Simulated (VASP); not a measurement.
# HfB in VASP: a series of runs, part 2 of 2

VASP 6.6.1. The steps go on from the part before.

**5. Single point, PBEsol (strain +0.025 along x and y, +0.050 along z)**

INCAR reads:

```
  PREC = Accurate
  ENCUT = 520
  EDIFF = 1E-6
  ISMEAR = 0
  SIGMA = 0.15
  LREAL = F
  LASPH = T
  NELM = 100
  ALGO = Normal
  ISIF = 2
  LWAVE = F
  LCHARG = F
  GGA = PS
  NBANDS = 14
```

KPOINTS reads:

```
regular mesh
0
Gamma
  18 18 18
```

POSCAR reads:

```
HfB
1.0
    0.0000000000      2.3677500000      2.4255000000
    2.3677500000      0.0000000000      2.4255000000
    2.3677500000      2.3677500000      0.0000000000
Hf B
1 1
Direct
    0.5000000000      0.5000000000      0.5000000000
    0.0000000000      0.0000000000      0.0000000000
```

Potentials or basis: VASP PAW PBE potentials, release 64 (Hf_pv, B).

On the command line:

```sh
$ cat potpaw_PBE.64/Hf_pv/POTCAR potpaw_PBE.64/B/POTCAR > POTCAR
$ mpirun -np 1 vasp_std > vasp.out
```

OUTCAR:

```text
PREC = Accurate
   ENCUT = 520
   EDIFF = 1E-6
   ISMEAR = 0
   LREAL = F
   LASPH = T
   NELM = 100
   ISIF = 2
   GGA = PS

 ion  position               nearest neighbor table
   1  0.500  0.500  0.500-   2 2.37   2 2.37   2 2.37   2 2.37   2 2.43   2 2.43
   2  0.000  0.000  0.000-   1 2.37   1 2.37   1 2.37   1 2.37   1 2.43   1 2.43

  LATTYP: Found a body centered tetragonal cell.
 ALAT       =     3.3485041623
 C/A-ratio  =     1.4487065761

  Lattice vectors:

 A1 = (  -2.3677500000,   0.0000000000,   2.4255000000)
 A2 = (   2.3677500000,   0.0000000000,   2.4255000000)
 A3 = (   0.0000000000,   2.3677500000,  -2.4255000000)

Analysis of symmetry for initial positions (statically):
=====================================================================
 Subroutine PRICEL returns:
 Original cell was already a primitive cell.

 Routine SETGRP: Setting up the symmetry group for a
 body centered tetragonal supercell.

 Subroutine GETGRP returns: Found 16 space group operations
 (whereof 16 operations were pure point group operations)
 out of a pool of 16 trial point group operations.

[... 177 lines left out ...]
      6       6.5260      0.00000
      7       6.5260      0.00000
      8       8.0191      0.00000
      9       8.0564      0.00000
     10       8.1475      0.00000
     11       8.1475      0.00000
     12       8.3514      0.00000
     13      15.6642      0.00000
     14      15.9932      0.00000
[... 377 lines left out ...]
      1     -24.6331      2.00000
      2     -24.4327      2.00000
      3     -24.3921      2.00000
      4      -3.3903      2.00000
      5       3.4777      2.00000
      6       4.3921      1.03391
      7       4.4136      0.87301
      8       7.7172      0.00000
      9       8.3313      0.00000
     10       9.3069      0.00000
     11      12.2340      0.00000
     12      14.0465      0.00000
     13      16.8673      0.00000
     14      18.6345      0.00000

 [... further k-points ...]

------------------------ aborting loop because EDIFF is reached ----------------------------------------

  FORCE on cell =-STRESS in cart. coord.  units (eV):
  Direction    XX          YY          ZZ          XY          YZ          ZX
  --------------------------------------------------------------------------------------
  -------------------------------------------------------------------------------------
  Total        0.8708189      0.8708189     -0.6352165      0.0000000      0.0000000      0.0000000
  in kB       51.3021370     51.3021370    -37.4222078      0.0000000      0.0000000      0.0000000
  external PRESSURE =      21.7273554 kB  Pullay stress =       0.0000000 kB

 VOLUME and BASIS-vectors are now :
 -----------------------------------------------------------------------------
  energy-cutoff  :      520.00
  volume of cell :       27.20
      direct lattice vectors                 reciprocal lattice vectors
     0.000000000  2.367750000  2.425500000    -0.211170943  0.211170943  0.206143063
     2.367750000  0.000000000  2.425500000     0.211170943 -0.211170943  0.206143063
     2.367750000  2.367750000  0.000000000     0.211170943  0.211170943 -0.206143063

 POSITION                                       TOTAL-FORCE (eV/Angst)
 -----------------------------------------------------------------------------------
      2.36775      2.36775      2.42550         0.000000     -0.000000     -0.000000
      0.00000      0.00000      0.00000        -0.000000      0.000000      0.000000
 -----------------------------------------------------------------------------------
    total drift:                                0.000000      0.000000      0.000000

  FREE ENERGIE OF THE ION-ELECTRON SYSTEM (eV)
  ---------------------------------------------------
  free  energy   TOTEN  =       -18.3988313845 eV

  energy  without entropy=      -18.3861755486  energy(sigma->0) =      -18.39250347
```

stdout:

```text
POSCAR found type information on POSCAR HfB
 POSCAR found :  2 types and       2 ions
 scaLAPACK will be used
 -----------------------------------------------------------------------------
|                                                                             |
|                                                                             |
|     You enforced a specific xc type in the INCAR file but a different       |
|     I HOPE YOU KNOW WHAT YOU ARE DOING!                                     |
|                                                                             |
 -----------------------------------------------------------------------------

 LDA part: xc-table for (Slater+PW92), standard interpolation
 POSCAR, INCAR and KPOINTS ok, starting setup
 FFT: planning ... GRIDC
 FFT: planning ... GRID_SOFT
 FFT: planning ... GRID
 WAVECAR not read
 entering main loop
```

Wall time 2.2 min (1 thread of AMD EPYC 7R13 (Zen 3), shared host); peak memory 0.28 GiB.

Results:

* Free energy: -18.3988 eV
* Pressure: 2.2 GPa

Levels at points of the mesh, in eV from the Fermi level:
| k point | band 4 | band 5 | band 6 | band 7 | band 8 | band 9 | band 10 | band 11 |
| --- | --- | --- | --- | --- | --- | --- | --- | --- |
| (0.00, 0.00, 0.00) | -9.25 | 1.86 | 2.13 | 2.13 | 3.62 | 3.66 | 3.75 | 3.75 |
| (0.50, 0.00, 0.00) | -4.75 | -4.33 | -1.26 | -1.18 | 5.77 | 5.94 | 6.75 | 7.89 |
| (0.50, 0.50, 0.00) | -6.49 | -1.34 | -0.89 | 2.19 | 2.19 | 5.58 | 7.03 | 7.03 |
| (0.50, 0.00, 0.50) | -6.42 | -1.08 | -0.92 | 1.98 | 2.05 | 5.59 | 6.89 | 7.17 |

Caveat: the cell differs from its parent crystal (strain +0.025 along x and y, +0.050 along z); the PAW data sets were made with another functional, which shifts forces and pressure a little; spin-orbit coupling is left out, which moves the levels of the heavy elements.

**6. Single point, PBEsol (strain +0.025 along x and y, +0.000 along z)**

INCAR reads:

```
PREC = Accurate
ENCUT = 500
EDIFF = 1E-6
ISMEAR = 0
SIGMA = 0.15
LREAL = F
LASPH = T
NELM = 120
ALGO = Normal
ISIF = 2
LWAVE = F
LCHARG = F
GGA = PS
NBANDS = 14
GGA_COMPAT = F
```

KPOINTS reads:

```
Automatic mesh
0
Gamma
  18 18 18
```

POSCAR reads:

```
HfB
1.0
    0.0000000000      2.3677500000      2.3100000000
    2.3677500000      0.0000000000      2.3100000000
    2.3677500000      2.3677500000      0.0000000000
Hf B
1 1
Direct
    0.5000000000      0.5000000000      0.5000000000
    0.0000000000      0.0000000000      0.0000000000
```

Potentials or basis: VASP PAW PBE potentials, release 64 (Hf_pv, B).

On the command line:

```sh
$ cat potpaw_PBE.64/Hf_pv/POTCAR potpaw_PBE.64/B/POTCAR > POTCAR
$ mpirun -np 1 vasp_std > vasp.out
```

OUTCAR:

```text
PREC = Accurate
   ENCUT = 500
   EDIFF = 1E-6
   ISMEAR = 0
   LREAL = F
   LASPH = T
   NELM = 120
   ISIF = 2
   GGA = PS

 ion  position               nearest neighbor table
   1  0.500  0.500  0.500-   2 2.31   2 2.31   2 2.37   2 2.37   2 2.37   2 2.37
   2  0.000  0.000  0.000-   1 2.31   1 2.31   1 2.37   1 2.37   1 2.37   1 2.37

  LATTYP: Found a body centered tetragonal cell.
 ALAT       =     3.3485041623
 C/A-ratio  =     1.3797205487

  Lattice vectors:

[... 594 lines left out ...]

------------------------ aborting loop because EDIFF is reached ----------------------------------------

  FORCE on cell =-STRESS in cart. coord.  units (eV):
  Direction    XX          YY          ZZ          XY          YZ          ZX
  --------------------------------------------------------------------------------------
  -------------------------------------------------------------------------------------
  Total        1.4042312      1.4042312      3.2064888      0.0000000      0.0000000      0.0000000
  in kB       86.8631405     86.8631405    198.3474619      0.0000000      0.0000000      0.0000000
  external PRESSURE =     124.0245810 kB  Pullay stress =       0.0000000 kB

 VOLUME and BASIS-vectors are now :
 -----------------------------------------------------------------------------
  energy-cutoff  :      500.00
  volume of cell :       25.90
      direct lattice vectors                 reciprocal lattice vectors
     0.000000000  2.367750000  2.310000000    -0.211170943  0.211170943  0.216450216
     2.367750000  0.000000000  2.310000000     0.211170943 -0.211170943  0.216450216
     2.367750000  2.367750000  0.000000000     0.211170943  0.211170943 -0.216450216

 POSITION                                       TOTAL-FORCE (eV/Angst)
 -----------------------------------------------------------------------------------
      2.36775      2.36775      2.31000         0.000000     -0.000000     -0.000000
      0.00000      0.00000      0.00000        -0.000000      0.000000      0.000000
 -----------------------------------------------------------------------------------
    total drift:                                0.000000     -0.000000      0.000000

  FREE ENERGIE OF THE ION-ELECTRON SYSTEM (eV)
  ---------------------------------------------------
  free  energy   TOTEN  =       -18.3394931081 eV

  energy  without entropy=      -18.3272931983  energy(sigma->0) =      -18.33339315
```

Run time: 2.5 min. Hardware: 1 thread of Intel Xeon Platinum 8259CL at 2.50GHz (Skylake/Cascade Lake), shared host; peak memory 0.28 GiB.

Results:

| Property | Result |
| --- | --- |
| Free energy | -18.3395 eV |
| Pressure | 12.4 GPa |

Caveat: the cell differs from its parent crystal (strain +0.025 along x and y, +0.000 along z); the PAW data sets were made with another functional, which shifts forces and pressure a little; spin-orbit coupling is left out, which moves the levels of the heavy elements.

**7. The runs side by side**

```tsv
cell	cutoff (eV)	gap on the mesh (eV)	pressure (GPa)
a = 3.430 Å, angles 60.0°, 2 atoms	520	none	-6.3
a = 3.310, b = 3.310, c = 3.185 Å, angles 61.2, 61.2, 57.5°, 2 atoms	520	none	27.0
a = 3.349, b = 3.349, c = 3.267 Å, angles 60.8, 60.8, 58.4°, 2 atoms	520	none	13.1
a = 3.390, b = 3.390, c = 3.349 Å, angles 60.4, 60.4, 59.2°, 2 atoms	520	none	2.2
a = 3.308, b = 3.308, c = 3.349 Å, angles 59.6, 59.6, 60.8°, 2 atoms	500	none	12.4
```

Alike in all rows: task single point; level PBEsol; potentials or basis VASP PAW PBE potentials, release 64 (Hf_pv, B); no spin polarisation; k mesh 18 × 18 × 18; smearing gaussian 0.15 eV.

Caveats: the PAW data sets were made with another functional, which shifts forces and pressure a little; spin-orbit coupling is left out, which moves the levels of the heavy elements.

Absolute energies hang on the potentials; compare differences alone.
